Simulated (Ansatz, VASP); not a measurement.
Two plane-wave programs on O

Contents of INCAR:

```
PREC     = Accurate       # precision mode
ENCUT    = 520            # plane-wave cutoff, eV
EDIFF    = 1E-6           # SCF threshold, eV
ISMEAR   = -1             # smearing method
SIGMA    = 0.05           # smearing width, eV
LREAL    = False          # projectors in reciprocal space
LASPH    = True           # aspherical terms in the spheres
NELM     = 80             # most SCF steps
ALGO     = Normal         # electronic algorithm
ISIF     = 2              # what is computed and relaxed
LWAVE    = False          # write WAVECAR
LCHARG   = True           # write CHGCAR
GGA      = PS             # functional
LELF     = True           # ELF
LVHAR    = True         
NBANDS   = 13             # bands
```

The input KPOINTS:

```
Automatic mesh
0
Gamma
  10 10 7
```

Contents of POSCAR:

```
O
1.0
    2.8128656582     -1.6399481055      0.0000000000
    2.8128656582      1.6399481055      0.0000000000
   -2.3621294444      0.0000000000      3.5977596782
O
2
Direct
    0.9745461700      0.9745461700      0.8444259800
    0.0254538300      0.0254538300      0.1555740200
```

File input.yaml:

```yaml
crystal:
  lattice:
    - [2.8128656582, -1.6399481055, 0.0]
    - [2.8128656582, 1.6399481055, 0.0]
    - [-2.3621294444, 0.0, 3.5977596782]
  atoms:
    - { symbol: O, position: [0.97454617, 0.97454617, 0.84442598] }
    - { symbol: O, position: [0.02545383, 0.02545383, 0.15557402] }
hamiltonian:
  xc: pbesol
  pseudopotentials: { kind: paw }
kpoints:
  mp_grid: { grid: [10, 10, 7] }
scf:
  occupations: { method: fermi_dirac, width: 0.05 }
output:
  forces: true
  stress: true
  eigenvalues: true
```

Alike in both runs: task single point; functional PBEsol; k mesh 10 × 10 × 7; occupations fermi-dirac, width 0.05 eV; no spin polarisation.

```csv
,VASP,Ansatz
version,VASP 6.6.1,Ansatz 0.2.0
potentials or method,"VASP PAW PBE potentials, release 64 (O)",Ansatz PAW
plane-wave cutoff (eV),520,420
valence electrons in the cell,12,12
```

```tsv
	VASP	Ansatz	Ansatz less VASP
gap on the k mesh at the Fermi level (eV)	none	none	-
pressure (GPa)	0.8	-1.7	-2.49
traceless stress, the component that is largest in VASP (GPa)	-5.04	-2.29	+2.751
rms of the force components (eV/Å)	1.010	0.201	-0.8087
```

VASP's potentials were made for PBE, not for PBEsol. Atom by atom the forces differ by 0.831 eV/Å (rms over components). A gap of «none» marks a metal or a gap that the smearing closes. The functional is the same, so the differences come from potentials, cutoffs and numerics.

Noted on VASP's run: the standard files for N, O and F lose accuracy on very short bonds; spin is off for a triplet molecule. Noted on Ansatz's run: spin is off for a triplet molecule.
